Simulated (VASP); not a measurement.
**KF: single point with PBE**

Crystal: KF.

```
K F
1.0
    -0.05863    2.72422    2.72422
     2.72422   -0.05863    2.72422
     2.72422    2.72422   -0.05863
K F
1 1
Direct
  0.00000 0.00000 0.00000
  0.50000 0.50000 0.50000
```

| Item | Value |
| --- | --- |
| Program | VASP 6.6.1 |
| Task | single point |
| Functional | PBE |
| Potentials or basis | VASP PAW PBE potentials, release 64 (K_sv, F) |
| Cutoff | 520 eV |
| k mesh | 8 × 8 × 8 |
| Occupations | gaussian, width 0.05 eV |
| Spin | no spin polarisation |

* Pressure: -1.2 GPa
* Band gap on the k mesh: 5.69 eV

Stress tensor (GPa, compression positive):
```
-1.24  0.28  0.28
 0.28 -1.24  0.28
 0.28  0.28 -1.24
```

Levels at points of the mesh, in eV from the valence-band top:
```
           k point  band 6  band 7  band 8  band 9  band 10  band 11
(0.00, 0.00, 0.00)   -0.03   -0.03    0.00    5.69    10.29    10.29
(0.50, 0.00, 0.00)   -0.72   -0.31   -0.27    8.63     9.90    11.47
(0.50, 0.50, 0.00)   -0.27   -0.11   -0.08    8.08     9.78    11.09
(0.50, 0.50, 0.50)   -0.71   -0.33   -0.33    8.74    10.02    11.65
```

Run time: 35 s on 1 thread of Intel(R) Xeon(R) Platinum 8488C (Sapphire Rapids), on a shared host, peak memory 0.19 GiB.

A k mesh can miss the band edges.
